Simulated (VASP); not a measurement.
# ZnCd3Se2 (P6/mmm) in VASP: a series of runs

The runs below take ZnCd3Se2 through single point, relaxation of cell and atoms, with PBE.

Everything below comes from runs of VASP 6.6.1. Logs are shortened: lines on timing, memory, paths and dates and some standing lists are left out, and cuts for length are marked.

### 1 The cell of the first run

The structure is hexagonal, space group P6/mmm (No. 191). Conventional cell: a = 6.485 Å, b = 6.485 Å, c = 3.812 Å, α = 90.00°, β = 90.00°, γ = 120.00°. Zn (site symmetry 6/mmm) has 6 Se at 3.74 Å and 12 Cd at 3.76 Å and 2 Zn at 3.81 Å within 4.9 Å. Cd (site symmetry mmm) has 4 Se at 2.67 Å and 4 Cd at 3.24 Å within 3.5 Å. Within 3.5 Å of Se (site symmetry -6m2) lie 6 Cd at 2.67 Å.

The cell was built from a structure type or drawn by symmetry, and may not be a known phase.

### 2 Single point, PBE

File INCAR:

```
PREC = Accurate ; ENCUT = 520
EDIFF = 1E-6 ; ISMEAR = 0
SIGMA = 0.1 ; LREAL = F
LASPH = T ; NELM = 100
ALGO = Normal ; ISIF = 2
LWAVE = F ; LCHARG = T
GGA = PE ; LELF = T
LVHAR = T ; NBANDS = 39
```

File KPOINTS:

```
Automatic mesh
0
Gamma
  3 3 4
```

File POSCAR:

```
ZnCd3Se2
1.0
    6.4851856300      0.0000000000      0.0000000000
   -3.2425928200      5.6163355100      0.0000000000
    0.0000000000      0.0000000000      3.8120594900
Zn Cd Se
1 3 2
Direct
    0.0000000000      0.0000000000      0.5000000000
    0.0000000000      0.5000000000      0.0000000000
    0.5000000000      0.0000000000      0.0000000000
    0.5000000000      0.5000000000      0.0000000000
    0.3333333300      0.6666666700      0.5000000000
    0.6666666700      0.3333333300      0.5000000000
```

Potentials or basis: VASP PAW PBE potentials, release 64 (Zn, Cd, Se).

The run is started by

```sh
$ cat potpaw_PBE.64/Zn/POTCAR potpaw_PBE.64/Cd/POTCAR potpaw_PBE.64/Se/POTCAR > POTCAR
$ mpirun -np 1 vasp_std > vasp.out
```

OUTCAR:

```text
PREC = Accurate
   ENCUT = 520
   EDIFF = 1E-6
   ISMEAR = 0
   LREAL = F
   LASPH = T
   NELM = 100
   ISIF = 2
   GGA = PE

 ion  position               nearest neighbor table
   1  0.000  0.000  0.500-
   2  0.000  0.500  0.000-   5 2.67   6 2.67   5 2.67   6 2.67   4 3.24   4 3.24   3 3.24   3 3.24

   3  0.500  0.000  0.000-   5 2.67   6 2.67   5 2.67   6 2.67   2 3.24   2 3.24   4 3.24   4 3.24

   4  0.500  0.500  0.000-   5 2.67   6 2.67   5 2.67   6 2.67   2 3.24   2 3.24   3 3.24   3 3.24

   5  0.333  0.667  0.500-   2 2.67   2 2.67   3 2.67   3 2.67   4 2.67   4 2.67
   6  0.667  0.333  0.500-   2 2.67   2 2.67   3 2.67   3 2.67   4 2.67   4 2.67

  LATTYP: Found a hexagonal cell.
 ALAT       =     6.4851856300
 C/A-ratio  =     0.5878103893

  Lattice vectors:

 A1 = (   6.4851856300,   0.0000000000,   0.0000000000)
 A2 = (  -3.2425928200,   5.6163355100,   0.0000000000)
 A3 = (   0.0000000000,   0.0000000000,   3.8120594900)

Analysis of symmetry for initial positions (statically):
=====================================================================
 Subroutine PRICEL returns:
 Original cell was already a primitive cell.

 Routine SETGRP: Setting up the symmetry group for a
 hexagonal supercell.

 Subroutine GETGRP returns: Found 24 space group operations
 (whereof 24 operations were pure point group operations)
 out of a pool of 24 trial point group operations.

The static configuration has the point symmetry D_6h.

Analysis of symmetry for dynamics (positions and initial velocities):
=====================================================================
 Subroutine PRICEL returns:
 Original cell was already a primitive cell.

 Routine SETGRP: Setting up the symmetry group for a
 hexagonal supercell.

 Subroutine GETGRP returns: Found 24 space group operations
 (whereof 24 operations were pure point group operations)
 out of a pool of 24 trial point group operations.

The dynamic configuration has the point symmetry D_6h.

 Subroutine INISYM returns: Found 24 space group operations
 (whereof 24 operations are pure point group operations),
 and found     1 'primitive' translations

----------------------------------------------------------------------------------------

                                     Primitive cell

  volume of cell :     138.8466

  direct lattice vectors                    reciprocal lattice vectors
     6.485185630  0.000000000  0.000000000     0.154197591  0.089026021  0.000000000
    -3.242592820  5.616335510  0.000000000     0.000000000  0.178052041  0.000000000
     0.000000000  0.000000000  3.812059490     0.000000000  0.000000000  0.262325392

  length of vectors
     6.485185630  6.485185638  3.812059490     0.178052041  0.178052041  0.262325392

  position of ions in fractional coordinates (direct lattice)
     0.000000000  0.000000000  0.500000000
     1.000000000  0.500000000  0.000000000
     0.500000000  0.000000000  0.000000000
     0.500000000  0.500000000  0.000000000
     0.333333330  0.666666670  0.500000000
     0.666666670  0.333333330  0.500000000

  ion indices of the primitive-cell ions
   primitive index   ion index
                 1           1
                 2           2
                 3           3
                 4           4
                 5           5
                 6           6

----------------------------------------------------------------------------------------

 KPOINTS: Automatic mesh

Automatic generation of k-mesh.
 Grid dimensions read from file:
 generate k-points for:    3    3    4

 Generating k-lattice:

  Cartesian coordinates                     Fractional coordinates (reciprocal lattice)
     0.051399197  0.029675340  0.000000000     0.333333333  0.000000000  0.000000000
     0.000000000  0.059350680  0.000000000     0.000000000  0.333333333  0.000000000
     0.000000000  0.000000000  0.065581348     0.000000000  0.000000000  0.250000000

  Length of vectors
     0.059350680  0.059350680  0.065581348

  Shift w.r.t. Gamma in fractional coordinates (k-lattice)
     0.000000000  0.000000000  0.000000000

 Subroutine IBZKPT returns following result:
 ===========================================

 Found      9 irreducible k-points:

 Following reciprocal coordinates:
            Coordinates               Weight
  0.000000  0.000000  0.000000      1.000000
  0.333333  0.000000  0.000000      6.000000
  0.333333  0.333333  0.000000      2.000000
  0.000000  0.000000  0.250000      2.000000
  0.333333  0.000000  0.250000     12.000000
  0.333333  0.333333  0.250000      4.000000
  0.000000  0.000000  0.500000      1.000000
  0.333333  0.000000  0.500000      6.000000
  0.333333  0.333333  0.500000      2.000000
   k-points           NKPTS =      9   k-points in BZ     NKDIM =      9   number of bands    NBANDS=     39
   number of dos      NEDOS =    301   number of ions     NIONS =      6
   total plane-waves  NPLWV =  64512
   dimension x,y,z NGX =    48 NGY =   48 NGZ =   28
   dimension x,y,z NGXF=    96 NGYF=   96 NGZF=   56
   ions per type =               1   3   2
   NGX,Y,Z   is equivalent  to a cutoff of  12.30, 12.30, 12.21 a.u.
   NGXF,Y,Z  is equivalent  to a cutoff of  24.61, 24.61, 24.42 a.u.
 SYSTEM =  unknown system
   PREC   = accura    normal or accurate (medium, high low for compatibility)
   ISTART =      0    job   : 0-new  1-cont  2-samecut
   ICHARG =      2    charge: 1-file 2-atom 10-const
   ISPIN  =      1    spin polarized calculation?
   LNONCOLLINEAR =      F non collinear calculations
   LSORBIT =      F    spin-orbit coupling
   LASPH  =      T    aspherical Exc in radial PAW
   ENCUT  =  520.0 eV  38.22 Ry    6.18 a.u.  12.06 12.06  7.09*2*pi/ulx,y,z
   NELM   =    100;   NELMIN=  2; NELMDL= -5     # of ELM steps
   EDIFF  = 0.1E-05   stopping-criterion for ELM
   LREAL  =      F    real-space projection
   EDIFFG = 0.1E-04   stopping-criterion for IOM
   NSW    =      0    number of steps for IOM
   IBRION =     -1    ionic relax: 0-MD 1-quasi-New 2-CG
   NFREE  =      0    steps in history (QN), initial steepest desc. (CG)
   ISIF   =      2    stress and relaxation
   ISYM   =      2    0-nonsym 1-usesym 2-fastsym
   POTIM  = 0.5000    time-step for ionic-motion
   TEBEG  =    0.0;   TEEND  =   0.0 temperature during run
   PSTRESS=    0.0 pullay stress
   NELECT =      60.0000    total number of electrons
   NUPDOWN=      -1.0000    fix difference up-down
   EMIN   =  10.00;   EMAX   =-10.00  energy-range for DOS
   EFERMI =   0.00;   METHOD = LEGACY
   ISMEAR =     0;   SIGMA  =   0.10  broadening in eV -4-tet -1-fermi 0-gaus
   EFERMI_NEDOS =   21; number of points for ismear=-14 and -15
   IALGO  =     38    algorithm
   IMIX   =      4    mixing-type and parameters
     AMIX     =   0.40;   BMIX     =  1.00
     AMIX_MAG =   1.60;   BMIX_MAG =  1.00
  volume/ion in A,a.u.               =      23.14       156.16
  Fermi-wavevector in a.u.,A,eV,Ry     =   1.237695  2.338904 20.842605  1.531888
  Thomas-Fermi vector in A             =   2.372251
   LORBIT       =      0    0 simple, 1 ext, 2 COOP (PROOUT), +10 PAW based schemes
   GGA     = PE    functional components
   LHFCALC =     F    Hartree Fock is set to
   AEXX    =    0.0000 exact exchange contribution
   IVDW    =     0    specifies the selected vdW correction
   LEPSILON=     F    determine dielectric tensor
   LRPA    =     F    only Hartree local field effects (RPA)
 non-spin polarized calculation
 Gauss-broadening in eV      SIGMA  =   0.10
  energy-cutoff  :      520.00
  volume of cell :      138.85
 maximum number of plane-waves:      3762
   NGX = 25   NGY = 25   NGZ = 15

 number of electron      60.0000033 magnetization

 Free energy of the ion-electron system (eV)
  ---------------------------------------------------
  ext. energy  EPLUGINS =         0.00000000
  ---------------------------------------------------
  free energy    TOTEN  =        -9.12350765 eV

  energy without entropy =       -9.10638352  energy(sigma->0) =       -9.11494558

 E-fermi :   3.6082     XC(G=0):  -9.9987

 val. band max:        3.5484649811   @ k =   0.3333   0.3333   0.5000
 cond. band min:       3.6926926599   @ k =   0.3333   0.0000   0.2500
 fundamental gap:      0.1442276788
 Fermi energy:         3.6082454586

 k-point     1 :       0.0000    0.0000    0.0000
  band No.  band energies     occupation
      1     -11.9013      2.00000
      2     -10.7821      2.00000
      3      -6.9487      2.00000
      4      -6.6227      2.00000
      5      -6.4949      2.00000
      6      -6.4949      2.00000
[... 31 lines left out ...]
     38       9.0620      0.00000
     39       9.4317      0.00000

 k-point     2 :       0.3333    0.0000    0.0000
  band No.  band energies     occupation
      1     -11.7011      2.00000
      2     -11.0666      2.00000
      3      -6.7901      2.00000
      4      -6.5139      2.00000
      5      -6.3953      2.00000
      6      -6.3803      2.00000
[... 31 lines left out ...]
     38       8.5120      0.00000
     39       8.5914      0.00000

 k-point     3 :       0.3333    0.3333    0.0000
  band No.  band energies     occupation
      1     -11.4035      2.00000
      2     -11.4035      2.00000
      3      -6.5517      2.00000
      4      -6.5517      2.00000
      5      -6.3703      2.00000
      6      -6.3574      2.00000
[... 31 lines left out ...]
     38       7.8620      0.00000
     39      10.0075      0.00000

 k-point     4 :       0.0000    0.0000    0.2500
  band No.  band energies     occupation
      1     -11.4956      2.00000
      2     -10.9375      2.00000
      3      -6.7817      2.00000
      4      -6.4240      2.00000
      5      -6.4240      2.00000
      6      -6.3343      2.00000
[... 31 lines left out ...]
     38       8.7845      0.00000
     39      10.0222      0.00000

 k-point     5 :       0.3333    0.0000    0.2500
  band No.  band energies     occupation
      1     -11.3744      2.00000
      2     -11.0519      2.00000
      3      -6.7291      2.00000
      4      -6.5470      2.00000
      5      -6.3424      2.00000
      6      -6.3149      2.00000
[... 31 lines left out ...]
     38       8.7650      0.00000
     39       9.0977      0.00000

 k-point     6 :       0.3333    0.3333    0.2500
  band No.  band energies     occupation
      1     -11.2114      2.00000
      2     -11.2114      2.00000
      3      -6.6607      2.00000
      4      -6.6607      2.00000
      5      -6.3497      2.00000
      6      -6.2375      2.00000
[... 31 lines left out ...]
     38       7.7355      0.00000
     39       9.2278      0.00000

 k-point     7 :       0.0000    0.0000    0.5000
  band No.  band energies     occupation
      1     -11.0706      2.00000
      2     -10.9493      2.00000
      3      -7.2802      2.00000
      4      -6.5185      2.00000
      5      -6.5185      2.00000
      6      -6.3897      2.00000
[... 31 lines left out ...]
     38       9.0573      0.00000
     39      10.4235      0.00000

 k-point     8 :       0.3333    0.0000    0.5000
  band No.  band energies     occupation
      1     -11.0438      2.00000
      2     -10.9724      2.00000
      3      -7.0173      2.00000
      4      -6.4433      2.00000
      5      -6.3721      2.00000
      6      -6.3323      2.00000
[... 31 lines left out ...]
     38       9.0103      0.00000
     39       9.0677      0.00000

 k-point     9 :       0.3333    0.3333    0.5000
  band No.  band energies     occupation
      1     -11.0072      2.00000
      2     -11.0072      2.00000
      3      -6.6280      2.00000
      4      -6.6280      2.00000
      5      -6.3663      2.00000
      6      -6.2862      2.00000
[... 31 lines left out ...]
     38       8.4864      0.00000
     39       8.4864      0.00000

------------------------ aborting loop because EDIFF is reached ----------------------------------------

  FORCE on cell =-STRESS in cart. coord.  units (eV):
  Direction    XX          YY          ZZ          XY          YZ          ZX
  --------------------------------------------------------------------------------------
  -------------------------------------------------------------------------------------
  Total        9.2941552      9.2941553     13.7724900     -0.0000000      0.0000000      0.0000000
  in kB      107.2470560    107.2470562    158.9234280     -0.0000001      0.0000000      0.0000000
  external PRESSURE =     124.4725134 kB  Pullay stress =       0.0000000 kB

 VOLUME and BASIS-vectors are now :
 -----------------------------------------------------------------------------
  energy-cutoff  :      520.00
  volume of cell :      138.85
      direct lattice vectors                 reciprocal lattice vectors
     6.485185630  0.000000000  0.000000000     0.154197591  0.089026021  0.000000000
    -3.242592820  5.616335510  0.000000000     0.000000000  0.178052041  0.000000000
     0.000000000  0.000000000  3.812059490     0.000000000  0.000000000  0.262325392

 POSITION                                       TOTAL-FORCE (eV/Angst)
 -----------------------------------------------------------------------------------
      0.00000      0.00000      1.90603         0.000000     -0.000000      0.000000
     -1.62130      2.80817      0.00000         0.000000     -0.000000      0.000000
      3.24259      0.00000      0.00000         0.000000     -0.000000      0.000000
      1.62130      2.80817      0.00000         0.000000     -0.000000      0.000000
     -0.00000      3.74422      1.90603         0.000000     -0.000000      0.000000
      3.24259      1.87211      1.90603        -0.000000      0.000000      0.000000
 -----------------------------------------------------------------------------------
    total drift:                               -0.000000      0.000000      0.000000

  FREE ENERGIE OF THE ION-ELECTRON SYSTEM (eV)
  ---------------------------------------------------
  free  energy   TOTEN  =        -9.1235076461 eV

  energy  without entropy=       -9.1063835156  energy(sigma->0) =       -9.11494558
```

Wall time 56 s (1 thread of Intel Xeon 8259CL, shared host); peak memory 0.26 GiB.

Results:

* Free energy: -9.1235 eV
* Pressure: 12.4 GPa
* Band gap on the k mesh: zero (bands 30 and 31 overlap by 1.93 eV)

Stress tensor (GPa, compression positive):
```
10.72  0.00  0.00
 0.00 10.72  0.00
 0.00  0.00 15.89
```

Levels at points of the mesh, in eV from the Fermi level:
```csv
k point,band 28,band 29,band 30,band 31,band 32,band 33
"(0.00, 0.00, 0.00)",-4.20,-1.26,-0.75,0.69,0.69,1.38
"(0.00, 0.00, 0.50)",-2.18,-2.18,-1.40,-1.40,0.22,0.22
```

Caveat: the k points lie up to 0.41 Å⁻¹ apart, too coarse for converged energies and pressures of a metal.

### 3 Single point, PBE

This run uses another cell than the first one, of 28.79 Å³/atom.

File INCAR:

```
  PREC = Accurate
  ENCUT = 520
  EDIFF = 1E-7
  ISMEAR = 0
  SIGMA = 0.1
  LREAL = False
  LASPH = True
  NELM = 80
  ALGO = Normal
  ISIF = 2
  LWAVE = False
  LCHARG = False
  GGA = PE
  NBANDS = 39
```

File KPOINTS:

```
regular mesh
0
Gamma
  3 3 4
```

File POSCAR:

```
ZnCd3Se2
1.0
    7.0629239460      0.0000000031      0.0000000000
   -3.5314619757      6.1166715606      0.0000000000
    0.0000000000      0.0000000000      3.9979826832
Zn Cd Se
1 3 2
Direct
    0.0000000000      0.0000000000      0.5000000000
    0.0000000000      0.5000000000      0.0000000000
    0.5000000000      0.0000000000      0.0000000000
    0.5000000000      0.5000000000      0.0000000000
    0.3333333333      0.6666666667      0.5000000000
    0.6666666667      0.3333333333      0.5000000000
```

Potentials or basis: VASP PAW PBE potentials, release 64 (Zn, Cd, Se).

The run is started by

```sh
$ cat potpaw_PBE.64/Zn/POTCAR potpaw_PBE.64/Cd/POTCAR potpaw_PBE.64/Se/POTCAR > POTCAR
$ mpirun -np 1 vasp_std > vasp.out
```

Wall time 83 s (1 thread of Intel Xeon 8259CL, shared host); peak memory 0.31 GiB.

The run converged. Its results:

| Quantity | Value |
| --- | --- |
| Free energy | -10.1838 eV |
| Pressure | 0.4 GPa |
| Band gap on the k mesh | zero (bands 30 and 31 overlap by 1.80 eV) |

Levels at points of the mesh, in eV from the Fermi level:
```tsv
k point	band 28	band 29	band 30	band 31	band 32	band 33
(0.00, 0.00, 0.00)	-3.33	-1.52	-1.33	0.69	0.69	1.52
(0.00, 0.00, 0.50)	-2.08	-2.08	-1.50	-1.50	0.45	0.71
```

Caveat: the k points lie up to 0.39 Å⁻¹ apart, too coarse for converged energies and pressures of a metal.

### 4 Relaxation of cell and atoms, PBE

File INCAR:

```
PREC = Accurate
ENCUT = 600
EDIFF = 1E-7
ISMEAR = 0
SIGMA = 0.1
LREAL = F
LASPH = T
NELM = 100
ALGO = Normal
ISIF = 3
LWAVE = F
LCHARG = F
GGA = PE
IBRION = 2
NSW = 90
EDIFFG = -0.04
```

File KPOINTS:

```
Automatic mesh
0
Gamma
  3 3 4
```

File POSCAR:

```
ZnCd3Se2
1.0
    6.4851856300      0.0000000000      0.0000000000
   -3.2425928200      5.6163355100      0.0000000000
    0.0000000000      0.0000000000      3.8120594900
Zn Cd Se
1 3 2
Direct
    0.0000000000      0.0000000000      0.5000000000
    0.0000000000      0.5000000000      0.0000000000
    0.5000000000      0.0000000000      0.0000000000
    0.5000000000      0.5000000000      0.0000000000
    0.3333333300      0.6666666700      0.5000000000
    0.6666666700      0.3333333300      0.5000000000
```

The run is started by

```sh
$ cat potpaw_PBE.64/Zn/POTCAR potpaw_PBE.64/Cd/POTCAR potpaw_PBE.64/Se/POTCAR > POTCAR
$ mpirun -np 1 vasp_std > vasp.out
```

Wall time 6.2 min (1 thread of Intel Xeon 8259CL, shared host); peak memory 0.32 GiB.

It converged, with:

```yaml
Free_energy: -10.1783 eV
Relaxed_volume: 28.99 Å³/atom
Relaxed_cell: a = 7.086 Å, b = 7.086 Å, c = 4.000 Å, α = 90.00°, β = 90.00°, γ = 120.00°
Space_group_after_relaxing_to_0.1_Å: P6/mmm (No. 191)
Energy_gained_by_relaxing: 175.9 meV/atom
Ionic_steps: 6
Pressure_after_relaxing: 0.2 GPa
Band_gap_on_the_k_mesh: zero (bands 30 and 31 overlap by 1.80 eV)
```

Step by step:
| step | energy change (eV) | largest force (eV/Å) | pressure (GPa) | volume (Å³) |
| --- | --- | --- | --- | --- |
| 1 | 0.0000 | 0.0000 | 12.38 | 138.85 |
| 2 | -0.9499 | 0.0000 | -1.42 | 177.91 |
| 3 | -0.9972 | 0.0000 | 0.31 | 168.73 |
| 4 | -0.9974 | 0.0000 | 0.16 | 169.37 |
| 5 | -1.0209 | 0.0000 | 0.14 | 170.55 |
| 6 | -1.0556 | 0.0000 | 0.16 | 173.95 |

Final structure:
```
Zn Cd Se
1.0
     7.08586    0.00000    0.00000
    -3.54293    6.13653    0.00000
     0.00000    0.00000    4.00040
Zn Cd Se
1 3 2
Direct
  0.00000 0.00000 0.50000
  0.00000 0.50000 0.00000
  0.50000 0.00000 0.00000
  0.50000 0.50000 0.00000
  0.33333 0.66667 0.50000
  0.66667 0.33333 0.50000
```

Levels at points of the mesh, in eV from the Fermi level:
```tsv
k point	band 27	band 28	band 29	band 30	band 31	band 32	band 33	band 34
(0.00, 0.00, 0.00)	-3.69	-3.30	-1.52	-1.34	0.69	0.69	1.53	2.66
(0.00, 0.00, 0.50)	-2.35	-2.08	-2.08	-1.51	-1.51	0.45	0.72	0.72
```

Caveat: the k points lie up to 0.39 Å⁻¹ apart in the final cell, too coarse for converged energies and pressures of a metal; the volume moved by over 15 % at a fixed basis, so the end points are rough.

[end of part 1 of 2]
